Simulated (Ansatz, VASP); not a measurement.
## Two plane-wave programs on ZnSe

The input INCAR:

```
PREC = Accurate
ENCUT = 520
EDIFF = 1E-6
ISMEAR = 0
SIGMA = 0.02
LREAL = F
LASPH = T
NELM = 60
ALGO = Normal
ISIF = 2
LWAVE = F
LCHARG = F
GGA = PE
NBANDS = 16
```

KPOINTS

```
regular mesh
0
Gamma
  8 8 8
```

File POSCAR:

```
ZnSe
1.0
    0.0000000000      2.8942974303      2.8942974303
    2.8942974303      0.0000000000      2.8942974303
    2.8942974303      2.8942974303      0.0000000000
Zn Se
1 1
Direct
    0.0000000000      0.0000000000      0.0000000000
    0.2500000000      0.2500000000      0.2500000000
```

Input for Ansatz:

```yaml
crystal:
  lattice:
    - [0.0, 2.8942974353, 2.8942974353]
    - [2.8942974353, 0.0, 2.8942974353]
    - [2.8942974353, 2.8942974353, 0.0]
  atoms:
    - { symbol: Zn, position: [0.0, 0.0, 0.0] }
    - { symbol: Se, position: [0.25, 0.25, 0.25] }
basis:
  ecutwfc: 420
kpoints:
  mp_grid: { grid: [8, 8, 8] }
hamiltonian:
  xc: pbe
scf:
  occupations: { method: gaussian, width: 0.02 }
output:
  forces: true
  stress: true
  eigenvalues: true
```

Alike in both runs: task single point; functional PBE; k mesh 8 × 8 × 8; occupations gaussian, width 0.02 eV; no spin polarisation.

|  | VASP | Ansatz |
| --- | --- | --- |
| version | VASP 6.6.1 | Ansatz 0.2.0 |
| potentials or method | VASP PAW PBE potentials, release 64 (Zn, Se), cutoff 520 eV | scalar-relativistic, plane waves, PAW |
| valence electrons in the cell | 18 | 28 |

```tsv
	VASP	Ansatz	Ansatz less VASP
gap on the k mesh at the Fermi level (eV)	1.04	1.04	0.000
least direct gap on the mesh (eV)	1.04	1.04	0.000
pressure (GPa)	-1.4	-1.5	-0.19
```

VASP's potentials hold 18 valence electrons a cell and Ansatz's 28, so a difference there can come from the potentials and not from the codes.
